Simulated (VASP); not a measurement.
Here is a VASP 6.6.1 calculation.

The input INCAR:

```
SYSTEM = Si
ALGO     = Normal         ! electronic algorithm
EDIFF    = 1E-6           ! SCF threshold, eV
ENCUT    = 500            ! plane-wave cutoff, eV
GGA      = PE             ! functional
GGA_COMPAT= .False.      
ISIF     = 2              ! what is computed and relaxed
ISMEAR   = 0              ! smearing method
LASPH    = .True.         ! aspherical terms in the spheres
LCHARG   = .False.        ! write CHGCAR
LREAL    = .False.        ! projectors in reciprocal space
LWAVE    = .False.        ! write WAVECAR
NBANDS   = 11             ! bands
NELM     = 120            ! most SCF steps
PREC     = Accurate       ! precision mode
SIGMA    = 0.02           ! smearing width, eV
```

File KPOINTS:

```
k-points
0
Gamma
  10 10 10
  0 0 0
```

File POSCAR:

```
Si
1.0
    0.0000000000      2.7349661875      2.7349661875
    2.7349661875      0.0000000000      2.7349661875
    2.7349661875      2.7349661875      0.0000000000
Si
2
Direct
    0.0000000000      0.0000000000      0.0000000000
    0.2500000000      0.2500000000      0.2500000000
```

Potentials or basis: VASP PAW PBE potentials, release 64 (Si).

Command:

```sh
$ cat potpaw_PBE.64/Si/POTCAR > POTCAR
$ mpirun -np 1 vasp_std > vasp.out
```

Question: Estimate the pressure.

Answer: -0.1 GPa.

Question: Predict the band gap on the k mesh.

Answer: 0.62 eV, indirect (least direct gap 2.56 eV).

A k mesh can miss the band edges. As with any semilocal functional, this PBE gap is likely too small.
